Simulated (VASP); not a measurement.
Write the native input for VASP 6.6.1 that does the following.

```yaml
Task: single point
Functional: r2SCAN
Potentials_or_basis: VASP PAW PBE potentials, release 64 (Ag, Cl)
Cutoff: 520 eV
k_mesh: 8 × 8 × 8
Occupations: gaussian, width 0.01 eV
Spin: no spin polarisation
Dipole_correction: no
Further_INCAR_settings: ALGO = Normal; EDIFF = 1e-06; NBANDS = 16
```

AgCl:

```
Ag Cl
1.0
     3.39559    0.00000    0.00000
     0.00000    3.39559    0.00000
     0.00000    0.00000    3.19661
Ag Cl
1 1
Direct
  0.00000 0.00000 0.00000
  0.50000 0.50000 0.50000
```

This cell differs from its parent crystal: uniaxial z strain -5.9%.

These files were run (other wordings do the same):

POSCAR

```
AgCl
1.0
    3.3955880419      0.0000000000      0.0000000000
    0.0000000000      3.3955880419      0.0000000000
    0.0000000000      0.0000000000      3.1966065826
Ag Cl
1 1
Direct
    0.0000000000      0.0000000000      0.0000000000
    0.5000000000      0.5000000000      0.5000000000
```

INCAR.step1

```
SYSTEM = AgCl
PREC = Accurate ; ENCUT = 520
ISMEAR = 0 ; SIGMA = 0.01
LREAL = .FALSE. ; LASPH = .TRUE.
NELM = 60 ; NBANDS = 16
GGA = PE ; ALGO = Normal
EDIFF = 1E-4 ; LWAVE = .TRUE.
LCHARG = .FALSE.
```

INCAR.step2

```
SYSTEM = AgCl
PREC = Accurate ; ENCUT = 520
EDIFF = 1E-6 ; ISMEAR = 0
SIGMA = 0.01 ; LREAL = .FALSE.
LASPH = .TRUE. ; NELM = 60
ALGO = Normal ; ISIF = 2
LWAVE = .FALSE. ; LCHARG = .TRUE.
METAGGA = R2SCAN ; LMIXTAU = .TRUE.
LELF = .TRUE. ; LVHAR = .TRUE.
NBANDS = 16 ; ISTART = 1
```

KPOINTS

```
Automatic mesh
0
G
  8 8 8
  0 0 0
```

Potentials or basis: VASP PAW PBE potentials, release 64 (Ag, Cl).

Command:

```bash
$ cat potpaw_PBE.64/Ag/POTCAR potpaw_PBE.64/Cl/POTCAR > POTCAR
$ cp INCAR.step1 INCAR
$ mpirun -np 1 vasp_std > vasp.out
$ cp INCAR.step2 INCAR
$ mpirun -np 1 vasp_std > vasp.out
```

It gave:

```
Pressure               : 4.0 GPa
Band gap on the k mesh : 1.10 eV, indirect (least direct gap 2.62 eV)
```

Caveat: the cell differs from its parent crystal (uniaxial z strain -5.9%); the PAW data sets were made with another functional, which shifts forces and pressure a little.

Run time: 110 s on 1 thread of Intel(R) Xeon(R) Platinum 8259CL CPU @ 2.50GHz (Skylake/Cascade Lake), on a shared host, peak memory 0.18 GiB.
